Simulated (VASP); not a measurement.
BP:

```
CELL_PARAMETERS angstrom
0.00000 2.26900 2.26900
2.26900 0.00000 2.26900
2.26900 2.26900 0.00000
ATOMIC_POSITIONS crystal
B 0.00000 0.00000 0.00000
P 0.25000 0.25000 0.25000
```

* Program: VASP 6.6.1
* Task: relaxation of cell and atoms
* Functional: PBE
* Dispersion: D4
* Potentials or basis: VASP PAW PBE potentials, release 64 (B, P)
* Cutoff: 600 eV
* k mesh: 8 × 8 × 8
* Occupations: gaussian, width 0.01 eV
* Spin: no spin polarisation

At the start: pressure -3.9 GPa; volume 11.68 Å³/atom.

Where does the relaxation end?

Over 3 steps the energy falls by 3.4 meV/atom and the volume is 11.41 Å³/atom (-2.4 %); space group F-43m (No. 216, to 0.05 Å).

The path:
| step | energy change (eV) | largest force (eV/Å) | pressure (GPa) | volume (Å³) |
| --- | --- | --- | --- | --- |
| 1 | 0.0000 | 0.0000 | -3.89 | 23.36 |
| 2 | -0.0031 | 0.0000 | 3.09 | 22.42 |
| 3 | -0.0069 | 0.0000 | 0.01 | 22.81 |

Final structure:
```xyz
2
Lattice="0.0000 2.2510 2.2510 2.2510 0.0000 2.2510 2.2510 2.2510 0.0000" Properties=species:S:1:pos:R:3 pbc="T T T"
B     0.0000    0.0000    0.0000
P     1.1255    1.1255    1.1255
```
